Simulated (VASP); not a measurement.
A run of VASP 6.6.1 is set up as follows.

INCAR

```
SYSTEM = Li
PREC     = Accurate       ! precision mode
ENCUT    = 600            ! plane-wave cutoff, eV
EDIFF    = 1E-6           ! SCF threshold, eV
ISMEAR   = -1             ! smearing method
SIGMA    = 0.05           ! smearing width, eV
LREAL    = .FALSE.        ! projectors in reciprocal space
LASPH    = .TRUE.         ! aspherical terms in the spheres
NELM     = 100            ! most SCF steps
ALGO     = Fast           ! electronic algorithm
ISIF     = 3              ! what is computed and relaxed
LWAVE    = .FALSE.        ! write WAVECAR
LCHARG   = .FALSE.        ! write CHGCAR
GGA      = PS             ! functional
IBRION   = 2              ! ionic algorithm
NSW      = 60             ! ionic steps
EDIFFG   = -0.01          ! ionic threshold
PSTRESS  = 300.0
```

The input KPOINTS:

```
Automatic mesh
0
G
  5 5 9
  0 0 0
```

Contents of POSCAR:

```
Li
1.0
    5.3344400000      0.0000000000      0.0000000000
    0.0000000000      5.3344400000      0.0000000000
    0.0000000000      0.0000000000      2.8026500000
Li
3
Direct
    0.5000000000      0.0000000000      0.5000000000
    0.0000000000      0.5000000000      0.5000000000
    0.5000000000      0.5000000000      0.5000000000
```

Potentials or basis: VASP PAW PBE potentials, release 64 (Li_sv).

Command:

```bash
$ cat potpaw_PBE.64/Li_sv/POTCAR > POTCAR
$ mpirun -np 1 vasp_std > vasp.out
```

What does it give for the space group after relaxing (to 0.05 Å)?

P4/mmm (No. 123).

What does it give for the relaxed cell?

a = 3.842 Å, b = 3.842 Å, c = 2.196 Å, α = 90.00°, β = 90.00°, γ = 90.00°.

Predict the relaxed volume.

10.80 Å³/atom.

Final structure:
```
CELL_PARAMETERS angstrom
3.84204 0.00000 0.00000
0.00000 3.84204 0.00000
0.00000 0.00000 2.19563
ATOMIC_POSITIONS crystal
Li 0.50000 0.00000 0.50000
Li 0.00000 0.50000 0.50000
Li 0.50000 0.50000 0.50000
```

Caveat: the cutoff is under 1.25 times the usual one of these potentials, so pressure, stress and relaxed cells hold a basis-set (Pulay) error; the cell is relaxed towards a set pressure, so the enthalpy falls and the energy may rise; the volume moved by over 15 % at a fixed basis, so the end points are rough; the PAW data sets were made with another functional, which shifts forces and pressure a little.
